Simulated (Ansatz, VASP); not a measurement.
## Si2Ni: VASP beside Ansatz

```
Si Ni
1.0
     0.00000    2.64171    2.72341
     2.64171    0.00000    2.72341
     2.64171    2.64171    0.00000
Si Ni
2 1
Cartesian
  1.3209 1.3209 1.3617
  3.9626 3.9626 4.0851
  0.0000 0.0000 0.0000
```

Change from the starting cell: strain -0.030 along x and y, +0.000 along z, atoms carried along.

Alike in both runs: task single point; functional PBE; k mesh 16 × 16 × 16; occupations gaussian, width 0.15 eV; no spin polarisation.

|  | VASP | Ansatz |
| --- | --- | --- |
| version | VASP 6.6.1 | Ansatz 0.2.0 |
| potentials or method | VASP PAW PBE potentials, release 64 (Si, Ni), cutoff 520 eV | scalar-relativistic, plane waves, PAW |
| valence electrons in the cell | 18 | 26 |

Ansatz gave:

```
gap on the k mesh at the Fermi level (eV)                     : none
pressure (GPa)                                                : 10.0
traceless stress, the component that is largest in VASP (GPa) : -1.15
```

Q: Which values does VASP return?

A: gap on the k mesh at the Fermi level (eV): none; pressure (GPa): 9.9; traceless stress, the component that is largest in VASP (GPa): -1.10.

A gap of «none» marks a metal or a gap that the smearing closes. VASP's potentials hold 18 valence electrons a cell and Ansatz's 26, so a difference there can come from the potentials and not from the codes.
